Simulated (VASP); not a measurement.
# Lu (P6_3/mmc) in VASP: notebook

Lu is run at these levels: PBE; tasks: single point.

Program: VASP 6.6.1. These are calculated values, not measurements. Logs are shortened: lines on timing, memory, paths and dates and some standing lists are left out, and cuts for length are marked.

## 1. The cell of the first run

The structure is hexagonal, space group P6_3/mmc (No. 194). The conventional cell has a = 3.507 Å, b = 3.507 Å, c = 5.477 Å, α = 90.00°, β = 90.00°, γ = 120.00°. Within 4.5 Å of Lu (site symmetry -6m2) lie 12 Lu at 3.41 to 3.51 Å.

## 2. Single point, PBE

INCAR

```
ALGO     = Normal         # electronic algorithm
EDIFF    = 1E-6           # SCF threshold, eV
ENCUT    = 520            # plane-wave cutoff, eV
GGA      = PE             # functional
ISIF     = 2              # what is computed and relaxed
ISMEAR   = 1              # smearing method
LASPH    = T              # aspherical terms in the spheres
LCHARG   = T              # write CHGCAR
LELF     = T              # ELF
LREAL    = F              # projectors in reciprocal space
LVHAR    = T            
LWAVE    = F              # write WAVECAR
NBANDS   = 32             # bands
NELM     = 100            # most SCF steps
PREC     = Accurate       # precision mode
SIGMA    = 0.2            # smearing width, eV
```

KPOINTS

```
k-points
0
Gamma
  10 10 6
```

POSCAR

```
Lu
1.0
    3.5070808964      0.0000000000      0.0000000000
   -1.7535404482      3.0372211494      0.0000000000
    0.0000000000      0.0000000000      5.4772888711
Lu
2
Direct
    0.3333333333      0.6666666667      0.2500000000
    0.6666666667      0.3333333333      0.7500000000
```

Potentials or basis: VASP PAW PBE potentials, release 64 (Lu).

Run with:

```sh
$ cat potpaw_PBE.64/Lu/POTCAR > POTCAR
$ mpirun -np 1 vasp_std > vasp.out
```

OUTCAR:

```text
EDIFF = 1E-6
   ENCUT = 520
   GGA = PE
   ISIF = 2
   ISMEAR = 1
   LASPH = T
   LREAL = F
   NELM = 100
   PREC = Accurate

 ion  position               nearest neighbor table
   1  0.333  0.667  0.250-   2 3.41   2 3.41   2 3.41   2 3.41   2 3.41   2 3.41
   2  0.667  0.333  0.750-   1 3.41   1 3.41   1 3.41   1 3.41   1 3.41   1 3.41

  LATTYP: Found a hexagonal cell.
 ALAT       =     3.5070808964
 C/A-ratio  =     1.5617800196

  Lattice vectors:

 A1 = (   3.5070808964,   0.0000000000,   0.0000000000)
 A2 = (  -1.7535404482,   3.0372211494,   0.0000000000)
 A3 = (   0.0000000000,   0.0000000000,   5.4772888711)

Analysis of symmetry for initial positions (statically):
=====================================================================
 Subroutine PRICEL returns:
 Original cell was already a primitive cell.

 Routine SETGRP: Setting up the symmetry group for a
 hexagonal supercell.

 Subroutine GETGRP returns: Found 24 space group operations
 (whereof 12 operations were pure point group operations)
 out of a pool of 24 trial point group operations.

The static configuration has the point symmetry D_3d.
 The point group associated with its full space group is D_6h.

Analysis of symmetry for dynamics (positions and initial velocities):
=====================================================================
 Subroutine PRICEL returns:
 Original cell was already a primitive cell.

 Routine SETGRP: Setting up the symmetry group for a
 hexagonal supercell.

 Subroutine GETGRP returns: Found 24 space group operations
 (whereof 12 operations were pure point group operations)
 out of a pool of 24 trial point group operations.

The dynamic configuration has the point symmetry D_3d.
 The point group associated with its full space group is D_6h.

 Subroutine INISYM returns: Found 24 space group operations
 (whereof 12 operations are pure point group operations),
 and found     1 'primitive' translations

----------------------------------------------------------------------------------------

                                     Primitive cell

  volume of cell :      58.3429

[... 80 lines left out ...]
   ISTART =      0    job   : 0-new  1-cont  2-samecut
   ICHARG =      2    charge: 1-file 2-atom 10-const
   ISPIN  =      1    spin polarized calculation?
   LNONCOLLINEAR =      F non collinear calculations
   LSORBIT =      F    spin-orbit coupling
   LASPH  =      T    aspherical Exc in radial PAW
   ENCUT  =  520.0 eV  38.22 Ry    6.18 a.u.   6.52  6.52 10.18*2*pi/ulx,y,z
   NELM   =    100;   NELMIN=  2; NELMDL= -5     # of ELM steps
   EDIFF  = 0.1E-05   stopping-criterion for ELM
   LREAL  =      F    real-space projection
   EDIFFG = 0.1E-04   stopping-criterion for IOM
   NSW    =      0    number of steps for IOM
   IBRION =     -1    ionic relax: 0-MD 1-quasi-New 2-CG
   NFREE  =      0    steps in history (QN), initial steepest desc. (CG)
   ISIF   =      2    stress and relaxation
   ISYM   =      2    0-nonsym 1-usesym 2-fastsym
   POTIM  = 0.5000    time-step for ionic-motion
   TEBEG  =    0.0;   TEEND  =   0.0 temperature during run
   PSTRESS=    0.0 pullay stress
   NELECT =      50.0000    total number of electrons
   NUPDOWN=      -1.0000    fix difference up-down
   EMIN   =  10.00;   EMAX   =-10.00  energy-range for DOS
   EFERMI =   0.00;   METHOD = LEGACY
   ISMEAR =     1;   SIGMA  =   0.20  broadening in eV -4-tet -1-fermi 0-gaus
   EFERMI_NEDOS =   21; number of points for ismear=-14 and -15
   IALGO  =     38    algorithm
   IMIX   =      4    mixing-type and parameters
     AMIX     =   0.40;   BMIX     =  1.00
     AMIX_MAG =   1.60;   BMIX_MAG =  1.00
  volume/ion in A,a.u.               =      29.17       196.86
  Fermi-wavevector in a.u.,A,eV,Ry     =   1.555018  2.938559 32.900009  2.418082
  Thomas-Fermi vector in A             =   2.659020
   LORBIT       =      0    0 simple, 1 ext, 2 COOP (PROOUT), +10 PAW based schemes
   GGA     = PE    functional components
   LHFCALC =     F    Hartree Fock is set to
   AEXX    =    0.0000 exact exchange contribution
   IVDW    =     0    specifies the selected vdW correction
   LEPSILON=     F    determine dielectric tensor
   LRPA    =     F    only Hartree local field effects (RPA)
 non-spin polarized calculation
 Methfessel and Paxton  Order N= 1 SIGMA  =   0.20
  energy-cutoff  :      520.00
  volume of cell :       58.34
 maximum number of plane-waves:      1616
 NGX is ok and might be reduce to    28
   NGX = 13   NGY = 13   NGZ = 21

 number of electron      49.9999992 magnetization

 Free energy of the ion-electron system (eV)
  ---------------------------------------------------
  ext. energy  EPLUGINS =         0.00000000
  ---------------------------------------------------
  free energy    TOTEN  =        -9.04229914 eV

  energy without entropy =       -9.04179284  energy(sigma->0) =       -9.04213037

 E-fermi :   2.2039     XC(G=0): -10.6556

 val. band max:        2.1648169971   @ k =   0.2000   0.2000   0.3333
 cond. band min:       2.2344573606   @ k =   0.2000  -0.0000   0.1667
 fundamental gap:      0.0696403634
 Fermi energy:         2.2039130060

 k-point     1 :       0.0000    0.0000    0.0000
  band No.  band energies     occupation
      1     -53.9791      2.00000
      2     -53.9436      2.00000
      3     -24.9227      2.00000
      4     -24.4973      2.00000
      5     -24.4973      2.00000
      6     -24.4128      2.00000
[... 829 lines left out ...]
     31       7.9882      0.00000
     32       8.2494      0.00000

 [... further k-points ...]

------------------------ aborting loop because EDIFF is reached ----------------------------------------

  FORCE on cell =-STRESS in cart. coord.  units (eV):
  Direction    XX          YY          ZZ          XY          YZ          ZX
  --------------------------------------------------------------------------------------
  -------------------------------------------------------------------------------------
  Total        0.0997717      0.0997717     -0.0452183      0.0000000     -0.0000000      0.0000000
  in kB        2.7398714      2.7398714     -1.2417583      0.0000000     -0.0000000      0.0000000
  external PRESSURE =       1.4126615 kB  Pullay stress =       0.0000000 kB

 VOLUME and BASIS-vectors are now :
 -----------------------------------------------------------------------------
  energy-cutoff  :      520.00
  volume of cell :       58.34
      direct lattice vectors                 reciprocal lattice vectors
     3.507080896  0.000000000  0.000000000     0.285137420  0.164624166  0.000000000
    -1.753540448  3.037221149  0.000000000     0.000000000  0.329248333  0.000000000
     0.000000000  0.000000000  5.477288871     0.000000000  0.000000000  0.182572076

 POSITION                                       TOTAL-FORCE (eV/Angst)
 -----------------------------------------------------------------------------------
     -0.00000      2.02481      1.36932        -0.000000     -0.000000      0.000000
      1.75354      1.01241      4.10797         0.000000      0.000000      0.000000
 -----------------------------------------------------------------------------------
    total drift:                               -0.000000      0.000000     -0.000000

  FREE ENERGIE OF THE ION-ELECTRON SYSTEM (eV)
  ---------------------------------------------------
  free  energy   TOTEN  =        -9.0422991394 eV

  energy  without entropy=       -9.0417928428  energy(sigma->0) =       -9.04213037
```

stdout:

```text
POSCAR found type information on POSCAR Lu
 POSCAR found :  1 types and       2 ions
 scaLAPACK will be used
 LDA part: xc-table for (Slater+PW92), standard interpolation
 POSCAR, INCAR and KPOINTS ok, starting setup
 FFT: planning ... GRIDC
 FFT: planning ... GRID_SOFT
 FFT: planning ... GRID
 WAVECAR not read
 entering main loop
```

Run time: 1.8 min. Hardware: 1 thread of Intel Xeon 6975P-C (Granite Rapids), shared host; peak memory 0.23 GiB.

Results:

| Property | Result |
| --- | --- |
| Free energy | -9.0423 eV |
| Pressure | 0.1 GPa |
| Band gap on the k mesh | zero (bands 25 and 26 overlap by 1.84 eV) |

Caveat: spin-orbit coupling is left out, which moves the levels of the heavy elements.

## 3. Single point, PBE

INCAR

```
SYSTEM = Lu
PREC     = Accurate       ! precision mode
ENCUT    = 520            ! plane-wave cutoff, eV
EDIFF    = 1E-6           ! SCF threshold, eV
ISMEAR   = 1              ! smearing method
SIGMA    = 0.3            ! smearing width, eV
LREAL    = .False.        ! projectors in reciprocal space
LASPH    = .True.         ! aspherical terms in the spheres
NELM     = 100            ! most SCF steps
ALGO     = Normal         ! electronic algorithm
ISIF     = 2              ! what is computed and relaxed
LWAVE    = .False.        ! write WAVECAR
LCHARG   = .False.        ! write CHGCAR
GGA      = PE             ! functional
NBANDS   = 32             ! bands
```

KPOINTS

```
regular mesh
0
Gamma
  10 10 6
  0 0 0
```

POSCAR is that of step 2.

Potentials or basis: VASP PAW PBE potentials, release 64 (Lu).

Run with:

```sh
$ cat potpaw_PBE.64/Lu/POTCAR > POTCAR
$ mpirun -np 1 vasp_std > vasp.out
```

It took 1.7 min on 1 thread of Intel Xeon 6975P-C (Granite Rapids), shared host; peak memory 0.23 GiB.

The run converged. Its results:

```yaml
Free_energy: -9.0447 eV
Pressure: 0.2 GPa
Band_gap_on_the_k_mesh: zero (bands 25 and 26 overlap by 1.84 eV)
```

Stress tensor (GPa, compression positive):
```
0.30 0.00 0.00
0.00 0.30 0.00
0.00 0.00 0.09
```

Levels at points of the mesh, in eV from the Fermi level:
| k point | band 22 | band 23 | band 24 | band 25 | band 26 | band 27 | band 28 | band 29 |
| --- | --- | --- | --- | --- | --- | --- | --- | --- |
| (0.00, 0.00, 0.00) | -4.85 | -4.85 | -2.38 | 0.67 | 2.20 | 2.20 | 2.63 | 2.94 |
| (0.50, 0.00, 0.00) | -4.86 | -2.33 | -1.38 | -0.82 | -0.35 | 1.61 | 1.87 | 2.41 |
| (0.00, 0.00, 0.50) | -4.85 | -4.34 | -4.34 | 1.23 | 1.23 | 2.10 | 2.10 | 2.10 |
| (0.50, 0.00, 0.50) | -4.88 | -2.08 | -2.08 | 0.11 | 0.11 | 1.38 | 1.38 | 3.36 |

Caveat: so wide a smearing shifts energies and pressures; spin-orbit coupling is left out, which moves the levels of the heavy elements.
